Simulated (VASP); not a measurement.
TmO, 2 atoms in the cell. Symmetry: Pm-3m, No. 221, cubic system. Conventional cell: a = 2.916 Å, b = 2.916 Å, c = 2.916 Å, α = 90.00°, β = 90.00°, γ = 90.00°. Tm (site symmetry m-3m) has 8 O at 2.53 Å and 6 Tm at 2.92 Å within 3.3 Å. Within 3.3 Å of O (site symmetry m-3m) lie 8 Tm at 2.53 Å and 6 O at 2.92 Å. The cell was built from a structure type or drawn by symmetry, and may not be a known phase.

| Item | Value |
| --- | --- |
| Program | VASP 6.6.1 |
| Task | relaxation of cell and atoms |
| Functional | PBE |
| Potentials or basis | VASP PAW PBE potentials, release 64 (Tm_3, O), 4f in core |
| Cutoff | 600 eV |
| k mesh | 18 × 18 × 18 |
| Occupations | gaussian, width 0.1 eV |
| Spin | no spin polarisation |
| Dipole correction | no |
| Mended | yes |
| Further INCAR settings | ALGO = Normal; EDIFF = 1e-07; IBRION = 2; EDIFFG = -0.01; NSW = 100; ISIF = 3 |

Potentials or basis: VASP PAW PBE potentials, release 64 (Tm_3, O), 4f in core.

Launch:

```sh
$ cat potpaw_PBE.64/Tm_3/POTCAR potpaw_PBE.64/O/POTCAR > POTCAR
$ mpirun -np 1 vasp_std > vasp.out
```

Hardware: 1 thread of Intel(R) Xeon(R) Platinum 8488C (Sapphire Rapids), on a shared host.

Task: How long does it take, and how much memory?

Result: Run time: 64 s on 1 thread of Intel(R) Xeon(R) Platinum 8488C (Sapphire Rapids), on a shared host, peak memory 0.21 GiB. Counts: scf iterations 29, k points 220, ion steps 3.
